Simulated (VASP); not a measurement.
Runs of VASP 6.6.1 on GaAs (qlda). The structure is that of space group F-43m (No. 216), or close to it. The cells are those of the table. 

| task | cell | k mesh | cutoff (eV) | smearing | gap on the mesh (eV) | pressure (GPa) | relaxed volume (Å³/atom) |
| --- | --- | --- | --- | --- | --- | --- | --- |
| single point | a = 4.066 Å, angles 60.0°, 2 atoms | 6 × 6 × 6 | 520 | gaussian 0.1 eV | none | -4.5 | - |
| relaxation of cell and atoms | relaxed from a = 4.066 Å, angles 60.0°, 2 atoms | 10 × 10 × 10 | 600 | gaussian 0.1 eV | (a) | 0.0 | 22.09 |
| relaxation of cell and atoms | relaxed from a = 3.962 Å, angles 60.0°, 2 atoms | 10 × 10 × 10 | 600 | gaussian 0.02 eV | (b) | 0.0 | 22.08 |
| single point | a = 3.962 Å, angles 60.0°, 2 atoms | 10 × 10 × 10 | 520 | gaussian 0.1 eV | 0.54 | 0.3 | - |
| single point | a = 3.962 Å, angles 60.0°, 2 atoms | 10 × 10 × 10 | 520 | gaussian 0.02 eV | 0.54 | 0.3 | - |

Alike in all rows: level LDA; potentials or basis VASP PAW LDA potentials, release 64 (Ga_d, As); no spin polarisation.

**Question.** Fill in the values left out.

**Answer.** (a) 0.50; (b) 0.51.

A k mesh can miss the band edges, and the runs leave out spin-orbit coupling on As, Ga.

A gap of «none» marks levels without a gap at the run's occupations.
